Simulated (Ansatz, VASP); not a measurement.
Al: VASP beside Ansatz

```
Al
1.0
     6.11824   -0.59965   -0.72811
    -0.52906    5.49715    0.01077
    -0.69267   -0.05016    5.72750
Al
11
Direct
  0.88720 0.77463 0.93597
  0.88933 0.77622 0.41916
  0.56464 0.94086 0.59734
  0.89209 0.26547 0.93438
  0.23727 0.61664 0.26057
  0.56459 0.44026 0.09801
  0.24005 0.10522 0.77705
  0.90353 0.27189 0.42964
  0.22555 0.61011 0.76636
  0.24135 0.10754 0.26097
  0.56431 0.44107 0.59812
```

Alike in both runs: functional r2SCAN; k mesh 4 × 4 × 4; occupations gaussian, width 0.1 eV; no spin polarisation.

Ansatz relaxed the structure, and its values are those at the end. VASP's run is a single point on that final structure, the one shown.

```csv
,VASP,Ansatz
version,VASP 6.6.1,Ansatz 0.2.0
potentials or method,"VASP PAW PBE potentials, release 64 (Al), cutoff 520 eV","scalar-relativistic, plane waves, PAW"
valence electrons in the cell,33,33
```

```tsv
	VASP	Ansatz	Ansatz less VASP
gap on the k mesh at the Fermi level (eV)	none	none	-
rms of the force components (eV/Å)	0.008	0.008	+0.0007
```

VASP's potentials were made for PBE, not for r2SCAN. A gap of «none» marks a metal or a gap that the smearing closes.
